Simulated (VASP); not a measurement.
# Si (Fd-3m) in VASP: further runs

Runs on Si. Level: PBEsol. Tasks: single point.

Everything below comes from runs of VASP 6.6.1. Logs are shortened: lines on timing, memory, paths and dates and some standing lists are left out, and cuts for length are marked.

### 1 The cell of the first run

Symmetry: Fd-3m, No. 227, cubic system. The conventional cell has a = 5.325 Å, b = 5.325 Å, c = 5.325 Å, α = 90.00°, β = 90.00°, γ = 90.00°. Si (site symmetry -43m) has 4 Si at 2.31 Å within 3.0 Å.

### 2 Single point, PBEsol (equal strain along all axes, cell held: -2.0 %)

INCAR reads:

```
ALGO = Normal ; EDIFF = 1E-7
ENCUT = 520 ; GGA = PS
ISIF = 2 ; ISMEAR = 0
LASPH = T ; LCHARG = F
LREAL = F ; LWAVE = F
NBANDS = 16 ; NELM = 100
PREC = Accurate ; SIGMA = 0.02
```

KPOINTS reads:

```
k-points
0
Gamma
  10 10 8
```

POSCAR reads:

```
Si
1.0
    2.6625787399      2.6625787399      0.0000000000
   -2.6625787399      2.6625787399      0.0000000000
    0.0000000000      0.0000000000      5.3251574797
Si
4
Direct
    0.0000000000      0.5000000000      0.2500000000
    0.0000000000      0.0000000000      0.5000000000
    0.5000000000      0.0000000000      0.7500000000
    0.5000000000      0.5000000000      0.0000000000
```

Potentials or basis: VASP PAW PBE potentials, release 64 (Si).

On the command line:

```console
$ cat potpaw_PBE.64/Si/POTCAR > POTCAR
$ mpirun -np 1 vasp_std > vasp.out
```

OUTCAR:

```text
EDIFF = 1E-7
   ENCUT = 520
   GGA = PS
   ISIF = 2
   ISMEAR = 0
   LASPH = T
   LREAL = F
   NELM = 100
   PREC = Accurate

 ion  position               nearest neighbor table
   1  0.000  0.500  0.250-   2 2.31   4 2.31   2 2.31   4 2.31
   2  0.000  0.000  0.500-   1 2.31   3 2.31   1 2.31   3 2.31
   3  0.500  0.000  0.750-   2 2.31   4 2.31   4 2.31   2 2.31
   4  0.500  0.500  0.000-   1 2.31   3 2.31   3 2.31   1 2.31

  LATTYP: Found a simple tetragonal cell.
 ALAT       =     3.7654549649
 C/A-ratio  =     1.4142135623

  Lattice vectors:

 A1 = (   2.6625787399,   2.6625787399,   0.0000000000)
 A2 = (  -2.6625787399,   2.6625787399,   0.0000000000)
 A3 = (   0.0000000000,   0.0000000000,   5.3251574797)

Analysis of symmetry for initial positions (statically):
=====================================================================
 Subroutine PRICEL returns following result:

  LATTYP: Found a face centered cubic cell.
 ALAT       =     5.3251574798

  Lattice vectors:

 A1 = (   0.0000000000,  -2.6625787399,  -2.6625787398)
 A2 = (   2.6625787399,   0.0000000000,  -2.6625787398)
 A3 = (   2.6625787399,  -2.6625787399,   0.0000000000)

   2 primitive cells build up your supercell.

 Routine SETGRP: Setting up the symmetry group for a
 simple tetragonal supercell.

 Subroutine GETGRP returns: Found 16 space group operations
 (whereof  8 operations were pure point group operations)
 out of a pool of 16 trial point group operations.

The static configuration has the point symmetry D_2d.
 The point group associated with its full space group is D_4h.

Analysis of symmetry for dynamics (positions and initial velocities):
=====================================================================
 Subroutine PRICEL returns following result:

  LATTYP: Found a face centered cubic cell.
 ALAT       =     5.3251574798

  Lattice vectors:

 A1 = (   0.0000000000,  -2.6625787399,  -2.6625787398)
 A2 = (   2.6625787399,   0.0000000000,  -2.6625787398)
 A3 = (   2.6625787399,  -2.6625787399,   0.0000000000)

   2 primitive cells build up your supercell.

 Routine SETGRP: Setting up the symmetry group for a
 simple tetragonal supercell.

 Subroutine GETGRP returns: Found 16 space group operations
[... 94 lines left out ...]
 SYSTEM =  unknown system
   PREC   = accura    normal or accurate (medium, high low for compatibility)
   ISTART =      0    job   : 0-new  1-cont  2-samecut
   ICHARG =      2    charge: 1-file 2-atom 10-const
   ISPIN  =      1    spin polarized calculation?
   LNONCOLLINEAR =      F non collinear calculations
   LSORBIT =      F    spin-orbit coupling
   LASPH  =      T    aspherical Exc in radial PAW
   ENCUT  =  520.0 eV  38.22 Ry    6.18 a.u.   7.00  7.00  9.90*2*pi/ulx,y,z
   NELM   =    100;   NELMIN=  2; NELMDL= -5     # of ELM steps
   EDIFF  = 0.1E-06   stopping-criterion for ELM
   LREAL  =      F    real-space projection
   EDIFFG = 0.1E-05   stopping-criterion for IOM
   NSW    =      0    number of steps for IOM
   IBRION =     -1    ionic relax: 0-MD 1-quasi-New 2-CG
   NFREE  =      0    steps in history (QN), initial steepest desc. (CG)
   ISIF   =      2    stress and relaxation
   ISYM   =      2    0-nonsym 1-usesym 2-fastsym
   POTIM  = 0.5000    time-step for ionic-motion
   TEBEG  =    0.0;   TEEND  =   0.0 temperature during run
   PSTRESS=    0.0 pullay stress
   NELECT =      16.0000    total number of electrons
   NUPDOWN=      -1.0000    fix difference up-down
   EMIN   =  10.00;   EMAX   =-10.00  energy-range for DOS
   EFERMI =   0.00;   METHOD = LEGACY
   ISMEAR =     0;   SIGMA  =   0.02  broadening in eV -4-tet -1-fermi 0-gaus
   EFERMI_NEDOS =   21; number of points for ismear=-14 and -15
   IALGO  =     38    algorithm
   IMIX   =      4    mixing-type and parameters
     AMIX     =   0.40;   BMIX     =  1.00
     AMIX_MAG =   1.60;   BMIX_MAG =  1.00
  volume/ion in A,a.u.               =      18.88       127.38
  Fermi-wavevector in a.u.,A,eV,Ry     =   0.976021  1.844412 12.961133  0.952616
  Thomas-Fermi vector in A             =   2.106606
   LORBIT       =      0    0 simple, 1 ext, 2 COOP (PROOUT), +10 PAW based schemes
   GGA     = PS    functional components
   LHFCALC =     F    Hartree Fock is set to
   AEXX    =    0.0000 exact exchange contribution
   IVDW    =     0    specifies the selected vdW correction
   LEPSILON=     F    determine dielectric tensor
   LRPA    =     F    only Hartree local field effects (RPA)
 non-spin polarized calculation
 Gauss-broadening in eV      SIGMA  =   0.02
  energy-cutoff  :      520.00
  volume of cell :       75.50
 maximum number of plane-waves:      2072
   NGX = 15   NGY = 15   NGZ = 19

 number of electron      16.0000004 magnetization

 Free energy of the ion-electron system (eV)
  ---------------------------------------------------
  ext. energy  EPLUGINS =         0.00000000
  ---------------------------------------------------
  free energy    TOTEN  =       -22.89271171 eV

  energy without entropy =      -22.89271171  energy(sigma->0) =      -22.89271171

 E-fermi :   6.5081     XC(G=0):  -9.7811

 val. band max:        6.4027053072   @ k =   0.0000   0.0000   0.0000
 cond. band min:       6.7484416016   @ k =   0.0000   0.0000   0.1250
 fundamental gap:      0.3457362944
 Fermi energy:         6.5081168003

 k-point     1 :       0.0000    0.0000    0.0000
  band No.  band energies     occupation
      1      -6.0048      2.00000
      2      -1.6254      2.00000
      3      -1.6254      2.00000
      4       3.3701      2.00000
      5       3.3701      2.00000
      6       6.4027      2.00000
[... 433 lines left out ...]
      3      -0.6338      2.00000
      4       2.1797      2.00000
      5       3.7248      2.00000
      6       3.7815      2.00000
[... 8 lines left out ...]
     15      13.1012      0.00000
     16      13.7924      0.00000

 [... further k-points ...]
[... 5 lines left out ...]
  --------------------------------------------------------------------------------------
  -------------------------------------------------------------------------------------
  Total        3.1028358      3.1028358      3.0959950      0.0000000     -0.0000000     -0.0000000
  in kB       65.8418469     65.8418469     65.6966870      0.0000000     -0.0000000     -0.0000000
  external PRESSURE =      65.7934602 kB  Pullay stress =       0.0000000 kB

 VOLUME and BASIS-vectors are now :
 -----------------------------------------------------------------------------
  energy-cutoff  :      520.00
  volume of cell :       75.50
      direct lattice vectors                 reciprocal lattice vectors
     2.662578740  2.662578740  0.000000000     0.187787874  0.187787874  0.000000000
    -2.662578740  2.662578740  0.000000000    -0.187787874  0.187787874  0.000000000
     0.000000000  0.000000000  5.325157480     0.000000000  0.000000000  0.187787874

 POSITION                                       TOTAL-FORCE (eV/Angst)
 -----------------------------------------------------------------------------------
     -1.33129      1.33129      1.33129        -0.000000     -0.000000     -0.000000
      0.00000      0.00000      2.66258         0.000000      0.000000      0.000000
      1.33129      1.33129      3.99387        -0.000000     -0.000000     -0.000000
      0.00000      2.66258      0.00000         0.000000      0.000000     -0.000000
 -----------------------------------------------------------------------------------
    total drift:                               -0.000000      0.000000     -0.000000

  FREE ENERGIE OF THE ION-ELECTRON SYSTEM (eV)
  ---------------------------------------------------
  free  energy   TOTEN  =       -22.8927117054 eV

  energy  without entropy=      -22.8927117054  energy(sigma->0) =      -22.89271171
```

Run time: 1.7 min. Hardware: 1 thread of Intel Xeon Platinum 8488C (Sapphire Rapids), shared host; peak memory 0.23 GiB.

What came out:

```yaml
Free_energy: -22.8927 eV
Pressure: 6.6 GPa
Band_gap_on_the_k_mesh: 0.35 eV
```

Caveat: the cell differs from its parent crystal (equal strain along all axes, cell held: -2.0 %); the cell stands under pressure; the PAW data sets were made with another functional, which shifts forces and pressure a little. A k mesh can miss the band edges.

### 3 Single point, PBEsol

INCAR reads:

```
SYSTEM = Si
PREC = Accurate ; ENCUT = 520
EDIFF = 1E-6 ; ISMEAR = 0
SIGMA = 0.02 ; LREAL = .False.
LASPH = .True. ; NELM = 100
ALGO = Normal ; ISIF = 2
LWAVE = .False. ; LCHARG = .False.
GGA = PS ; NBANDS = 16
```

KPOINTS reads:

```
Automatic mesh
0
Gamma
  10 10 8
  0 0 0
```

POSCAR is that of step 2.

Potentials or basis: VASP PAW PBE potentials, release 64 (Si).

On the command line:

```console
$ cat potpaw_PBE.64/Si/POTCAR > POTCAR
$ mpirun -np 1 vasp_std > vasp.out
```

OUTCAR:

```text
SYSTEM = Si
   PREC = Accurate
   ENCUT = 520
   EDIFF = 1E-6
   ISMEAR = 0
   LREAL = .False.
   LASPH = .True.
   NELM = 100
   ISIF = 2
   GGA = PS

 ion  position               nearest neighbor table
   1  0.000  0.500  0.250-   2 2.31   4 2.31   2 2.31   4 2.31
   2  0.000  0.000  0.500-   1 2.31   3 2.31   1 2.31   3 2.31
   3  0.500  0.000  0.750-   2 2.31   4 2.31   4 2.31   2 2.31
   4  0.500  0.500  0.000-   1 2.31   3 2.31   3 2.31   1 2.31

  LATTYP: Found a simple tetragonal cell.
 ALAT       =     3.7654549649
 C/A-ratio  =     1.4142135623

  Lattice vectors:

 A1 = (   2.6625787399,   2.6625787399,   0.0000000000)
 A2 = (  -2.6625787399,   2.6625787399,   0.0000000000)
 A3 = (   0.0000000000,   0.0000000000,   5.3251574797)

Analysis of symmetry for initial positions (statically):
=====================================================================
 Subroutine PRICEL returns following result:

  LATTYP: Found a face centered cubic cell.
 ALAT       =     5.3251574798

  Lattice vectors:

 A1 = (   0.0000000000,  -2.6625787399,  -2.6625787398)
 A2 = (   2.6625787399,   0.0000000000,  -2.6625787398)
 A3 = (   2.6625787399,  -2.6625787399,   0.0000000000)

   2 primitive cells build up your supercell.

 Routine SETGRP: Setting up the symmetry group for a
 simple tetragonal supercell.

 Subroutine GETGRP returns: Found 16 space group operations
 (whereof  8 operations were pure point group operations)
 out of a pool of 16 trial point group operations.

The static configuration has the point symmetry D_2d.
 The point group associated with its full space group is D_4h.

Analysis of symmetry for dynamics (positions and initial velocities):
=====================================================================
 Subroutine PRICEL returns following result:

  LATTYP: Found a face centered cubic cell.
 ALAT       =     5.3251574798
[... 130 lines left out ...]
   EMIN   =  10.00;   EMAX   =-10.00  energy-range for DOS
   EFERMI =   0.00;   METHOD = LEGACY
   ISMEAR =     0;   SIGMA  =   0.02  broadening in eV -4-tet -1-fermi 0-gaus
   EFERMI_NEDOS =   21; number of points for ismear=-14 and -15
   IALGO  =     38    algorithm
   IMIX   =      4    mixing-type and parameters
     AMIX     =   0.40;   BMIX     =  1.00
     AMIX_MAG =   1.60;   BMIX_MAG =  1.00
  volume/ion in A,a.u.               =      18.88       127.38
  Fermi-wavevector in a.u.,A,eV,Ry     =   0.976021  1.844412 12.961133  0.952616
  Thomas-Fermi vector in A             =   2.106606
   LORBIT       =      0    0 simple, 1 ext, 2 COOP (PROOUT), +10 PAW based schemes
   GGA     = PS    functional components
   LHFCALC =     F    Hartree Fock is set to
   AEXX    =    0.0000 exact exchange contribution
   IVDW    =     0    specifies the selected vdW correction
   LEPSILON=     F    determine dielectric tensor
   LRPA    =     F    only Hartree local field effects (RPA)
 non-spin polarized calculation
 Gauss-broadening in eV      SIGMA  =   0.02
  energy-cutoff  :      520.00
  volume of cell :       75.50
 maximum number of plane-waves:      2072
   NGX = 15   NGY = 15   NGZ = 19

 number of electron      16.0000004 magnetization

 Free energy of the ion-electron system (eV)
  ---------------------------------------------------
  ext. energy  EPLUGINS =         0.00000000
  ---------------------------------------------------
  free energy    TOTEN  =       -22.89271190 eV

  energy without entropy =      -22.89271190  energy(sigma->0) =      -22.89271190

 E-fermi :   6.5081     XC(G=0):  -9.7812

 val. band max:        6.4025881549   @ k =   0.0000   0.0000   0.0000
 cond. band min:       6.7483304728   @ k =   0.0000   0.0000   0.1250
 fundamental gap:      0.3457423180
 Fermi energy:         6.5080591937

 k-point     1 :       0.0000    0.0000    0.0000
  band No.  band energies     occupation
      1      -6.0049      2.00000
      2      -1.6255      2.00000
      3      -1.6255      2.00000
      4       3.3700      2.00000
      5       3.3700      2.00000
      6       6.4025      2.00000
[... 433 lines left out ...]
      3      -0.6339      2.00000
      4       2.1797      2.00000
      5       3.7248      2.00000
      6       3.7814      2.00000
[... 8 lines left out ...]
     15      13.1012      0.00000
     16      13.7928      0.00000

 [... further k-points ...]
[... 5 lines left out ...]
  --------------------------------------------------------------------------------------
  -------------------------------------------------------------------------------------
  Total        3.1043678      3.1043678      3.0975284      0.0000000      0.0000000      0.0000000
  in kB       65.8743566     65.8743566     65.7292243      0.0000000      0.0000000      0.0000000
  external PRESSURE =      65.8259791 kB  Pullay stress =       0.0000000 kB

 VOLUME and BASIS-vectors are now :
 -----------------------------------------------------------------------------
  energy-cutoff  :      520.00
  volume of cell :       75.50
      direct lattice vectors                 reciprocal lattice vectors
     2.662578740  2.662578740  0.000000000     0.187787874  0.187787874  0.000000000
    -2.662578740  2.662578740  0.000000000    -0.187787874  0.187787874  0.000000000
     0.000000000  0.000000000  5.325157480     0.000000000  0.000000000  0.187787874

 POSITION                                       TOTAL-FORCE (eV/Angst)
 -----------------------------------------------------------------------------------
     -1.33129      1.33129      1.33129        -0.000000     -0.000000     -0.000000
      0.00000      0.00000      2.66258         0.000000      0.000000      0.000000
      1.33129      1.33129      3.99387        -0.000000     -0.000000     -0.000000
      0.00000      2.66258      0.00000         0.000000      0.000000     -0.000000
 -----------------------------------------------------------------------------------
    total drift:                               -0.000000      0.000000     -0.000000

  FREE ENERGIE OF THE ION-ELECTRON SYSTEM (eV)
  ---------------------------------------------------
  free  energy   TOTEN  =       -22.8927119024 eV

  energy  without entropy=      -22.8927119024  energy(sigma->0) =      -22.89271190
```

OSZICAR:

```text
N       E                     dE             d eps       ncg     rms          rms(c)
DAV:   1     0.260686995018E+02    0.26069E+02   -0.60796E+03  3360   0.827E+02
DAV:   2    -0.214980442074E+02   -0.47567E+02   -0.43082E+02  4624   0.123E+02
DAV:   3    -0.233949678231E+02   -0.18969E+01   -0.18825E+01  4472   0.230E+01
DAV:   4    -0.234151686293E+02   -0.20201E-01   -0.20196E-01  4224   0.308E+00
DAV:   5    -0.234154837965E+02   -0.31517E-03   -0.31513E-03  4528   0.362E-01    0.759E+00
DAV:   6    -0.230506394893E+02    0.36484E+00   -0.14252E-01  3808   0.179E+00    0.457E+00
DAV:   7    -0.228916063258E+02    0.15903E+00   -0.26850E-01  3864   0.252E+00    0.307E-01
DAV:   8    -0.228925453414E+02   -0.93902E-03   -0.19974E-02  4000   0.728E-01    0.103E-01
DAV:   9    -0.228926697965E+02   -0.12446E-03   -0.44020E-04  4576   0.123E-01    0.791E-02
DAV:  10    -0.228927125660E+02   -0.42769E-04   -0.91930E-05  3912   0.485E-02    0.347E-02
DAV:  11    -0.228927119024E+02    0.66352E-06   -0.18913E-06  4240   0.799E-03
   1 F= -.22892712E+02 E0= -.22892712E+02  d E =-.351287E-16
```

Run time: 97 s. Hardware: 1 thread of Intel Xeon Platinum 8488C (Sapphire Rapids), shared host; peak memory 0.23 GiB.

Results:

- Free energy: -22.8927 eV
- Pressure: 6.6 GPa
- Band gap on the k mesh: 0.35 eV

Levels at points of the mesh, in eV from the valence-band top:
```tsv
k point	band 5	band 6	band 7	band 8	band 9	band 10	band 11	band 12
(0.00, 0.00, 0.00)	-3.03	0.00	0.00	0.00	0.47	0.47	2.54	2.54
(0.50, 0.00, 0.00)	-4.04	-4.04	-1.40	-1.40	2.39	2.39	4.86	4.86
(0.50, 0.50, 0.00)	-3.03	-3.03	-3.03	-3.03	0.47	0.47	0.47	0.47
(0.00, 0.00, 0.50)	-2.02	-2.02	-2.02	-2.02	0.97	0.97	2.99	2.99
(0.50, 0.00, 0.50)	-1.26	-1.26	-1.26	-1.26	1.67	1.67	3.24	3.24
(0.50, 0.50, 0.50)	-4.17	-4.17	-4.17	-4.17	4.17	4.17	4.17	4.17
```

Caveat: the cell stands under pressure; the PAW data sets were made with another functional, which shifts forces and pressure a little. A k mesh can miss the band edges.
